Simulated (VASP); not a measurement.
The system is Cd4Se.

```
CELL_PARAMETERS angstrom
5.46719 0.00000 0.00000
-2.73360 4.73473 0.00000
0.00000 0.00000 4.66156
ATOMIC_POSITIONS crystal
Cd 0.51333 0.00000 0.50000
Cd 0.00000 0.51333 0.50000
Cd 0.48667 0.48667 0.50000
Cd 0.00000 0.00000 0.00000
Se 0.00000 0.00000 0.50000
```

The cell was built from a structure type or drawn by symmetry, and may not be a known phase.

```yaml
Program: VASP 6.6.1
Task: relaxation of cell and atoms
Functional: PBE
Potentials_or_basis: VASP PAW PBE potentials, release 64 (Cd, Se)
Cutoff: 500 eV
k_mesh: 4 × 4 × 4
Occupations: gaussian, width 0.2 eV
Spin: no spin polarisation
```

At the start: pressure 19.2 GPa; volume 24.13 Å³/atom.

**Question.** How do energy, volume and symmetry change on relaxing?

**Answer.** Over 7 steps the energy falls by 444.1 meV/atom and the volume is 35.97 Å³/atom (+49.1 %); space group P-62m (No. 189, to 0.1 Å) before and after.

Step by step:
| step | energy change (eV) | largest force (eV/Å) | pressure (GPa) | volume (Å³) |
| --- | --- | --- | --- | --- |
| 1 | 0.0000 | 0.3251 | 19.22 | 120.67 |
| 2 | -2.0438 | 0.0060 | -0.68 | 178.59 |
| 3 | -2.0483 | 0.0273 | 0.35 | 169.35 |
| 4 | -2.0537 | 0.0168 | -0.14 | 173.43 |
| 5 | -2.1176 | 0.0163 | -0.02 | 173.55 |
| 6 | -2.2039 | 0.0389 | 0.76 | 173.19 |
| 7 | -2.2204 | 0.0236 | 0.14 | 179.86 |

Final structure:
```xyz
5
Lattice="5.9144 0.0000 0.0000 -2.9572 5.1220 0.0000 0.0000 0.0000 5.9374" Properties=species:S:1:pos:R:3 pbc="T T T"
Cd    3.0128    0.0000    2.9687
Cd   -1.5064    2.6092    2.9687
Cd    1.4508    2.5128    2.9687
Cd    0.0000    0.0000    0.0000
Se    0.0000    0.0000    2.9687
```

Caveat: the volume moved by over 15 % at a fixed basis, so the end points are rough.
